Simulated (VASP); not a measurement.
Si8C7 (a cell with a defect), 15 atoms in the cell. The cell holds a defect, 15 atoms: a = 6.161 Å, b = 6.161 Å, c = 6.161 Å, α = 60.00°, β = 60.00°, γ = 60.00°.  This cell differs from its parent crystal: atom 9 moved 0.375 of the way to it and -0.375 Å across, host rigid.

- Program: VASP 6.6.1
- Task: single point
- Functional: PBEsol
- Potentials or basis: VASP PAW PBE potentials, release 64 (Si, C)
- Cutoff: 520 eV
- k mesh: 6 × 6 × 6
- Occupations: gaussian, width 0.05 eV
- Spin: no spin polarisation
- Dipole correction: no
- Charge: 4
- Further INCAR settings: LREAL = Auto; ALGO = Normal; EDIFF = 1e-06; NBANDS = 43; NELECT = 56.0

Potentials or basis: VASP PAW PBE potentials, release 64 (Si, C).

Run with:

```bash
$ cat potpaw_PBE.64/Si/POTCAR potpaw_PBE.64/C/POTCAR > POTCAR
$ mpirun -np 1 vasp_std > vasp.out
```

Hardware: 1 thread of Oxide Virtual Turin-like Processor, on a shared host.

Problem. Estimate the wall time of this run.

Solution. It took 28 min on 1 thread of Oxide Virtual Turin-like Processor (shared host), peak memory 0.59 GiB. Counts: scf iterations 16, k points 112.
